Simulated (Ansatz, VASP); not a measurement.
# Br: VASP beside Ansatz

```
CELL_PARAMETERS angstrom
4.42369 0.00000 0.00000
0.00000 4.42369 0.00000
0.00000 0.00000 4.42369
ATOMIC_POSITIONS crystal
Br 0.50000 0.00000 0.00000
Br 0.00000 0.50000 0.00000
Br 0.00000 0.00000 0.50000
```

Alike in both runs: functional PBEsol; k mesh 10 × 10 × 10; occupations gaussian, width 0.1 eV; no spin polarisation.

Ansatz relaxed the structure, and its values are those at the end. VASP's run is a single point on that final structure, the one shown.

```csv
,VASP,Ansatz
version,VASP 6.6.1,Ansatz 0.2.0
potentials or method,"VASP PAW PBE potentials, release 64 (Br), cutoff 520 eV","scalar-relativistic, plane waves, PAW"
valence electrons in the cell,21,21
```

```csv
,VASP,Ansatz,Ansatz less VASP
gap on the k mesh at the Fermi level (eV),none,none,-
pressure (GPa),0.0,0.0,-0.02
```

VASP's potentials were made for PBE, not for PBEsol. A gap of «none» marks a metal or a gap that the smearing closes. The functional is the same, so the differences come from potentials, cutoffs and numerics.
